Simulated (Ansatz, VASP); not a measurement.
One calculation of BiB, two programs

```xyz
2
Lattice="0.0000 2.6268 2.6268 2.6268 0.0000 2.6268 2.6268 2.6268 0.0000" Properties=species:S:1:pos:R:3 pbc="T T T"
B     0.0000    0.0000    0.0000
Bi    2.6268    2.6268    2.6268
```

Alike in both runs: task single point; functional PBE; k mesh 6 × 6 × 6; occupations fermi-dirac, width 0.02 eV; no spin polarisation.

```csv
,VASP,Ansatz
version,VASP 6.6.1,Ansatz 0.2.0
potentials or method,"VASP PAW PBE potentials, release 64 (B, Bi_d)","plane waves, PAW"
plane-wave cutoff (eV),520,420
valence electrons in the cell,18,18
```

```csv
,VASP,Ansatz,Ansatz less VASP
pressure (GPa),1.3,1.3,+0.01
```

With one functional, cell and mesh, what is left measures potentials, basis and numerics.

Neither program's run includes spin-orbit coupling.
